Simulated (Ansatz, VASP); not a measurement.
## One calculation of Mn, two programs

The input INCAR:

```
SYSTEM = Mn
  ALGO = Normal
  EDIFF = 1E-6
  ENCUT = 520
  GGA = CA
  ISIF = 2
  ISMEAR = -1
  LASPH = .True.
  LCHARG = .False.
  LREAL = .False.
  LWAVE = .False.
  NBANDS = 12
  NELM = 80
  PREC = Accurate
  SIGMA = 0.1
```

Contents of KPOINTS:

```
k-points
0
Gamma
  16 16 16
  0 0 0
```

File POSCAR:

```
Mn
1.0
    2.2591270709      0.0000000000      0.0000000000
    0.0000000000      2.2591270709      0.0000000000
    0.0000000000      0.0000000000      2.2591270709
Mn
1
Direct
    0.0000000000      0.0000000000      0.0000000000
```

Input for Ansatz:

```yaml
crystal:
  lattice:
    - [2.2591270709, 0.0, 0.0]
    - [0.0, 2.2591270709, 0.0]
    - [0.0, 0.0, 2.2591270709]
  atoms:
    - { symbol: Mn, position: [0.0, 0.0, 0.0] }
hamiltonian:
  xc: lda
  pseudopotentials:
    kind: paw
    azcp:
      Mn: "pseudopotentials/Mn.paw.azcp"
basis:
  ecutwfc: 420
  fft_grid_basis: typed
kpoints:
  mp_grid: { grid: [16, 16, 16], shift: [0, 0, 0] }
magnetization:
  spin_polarized: false
scf:
  occupations: { method: fermi_dirac, width: 0.1 }
  lower_state_search: "off"
output:
  stress: true
  write_density: true
  write_potential: true
  elf: true
  volumetric_format: npy
```

Alike in both runs: task single point; functional LDA; k mesh 16 × 16 × 16; occupations fermi-dirac, width 0.1 eV; no spin polarisation.

```csv
,VASP,Ansatz
version,VASP 6.6.1,Ansatz 0.2.0
potentials or method,"VASP PAW LDA potentials, release 64 (Mn_pv), cutoff 520 eV","plane waves (420 eV) with PAW, scalar-relativistic"
valence electrons in the cell,13,15
```

|  | VASP | Ansatz | Ansatz less VASP |
| --- | --- | --- | --- |
| pressure (GPa) | -8.5 | -9.1 | -0.65 |

Ansatz warns that its potentials were made for another functional, while VASP's fit it. LDA's correlation is that of Perdew and Zunger in VASP and of Perdew and Wang (1992) in Ansatz. VASP's potentials hold 13 valence electrons a cell and Ansatz's 15, so a difference there can come from the potentials and not from the codes.
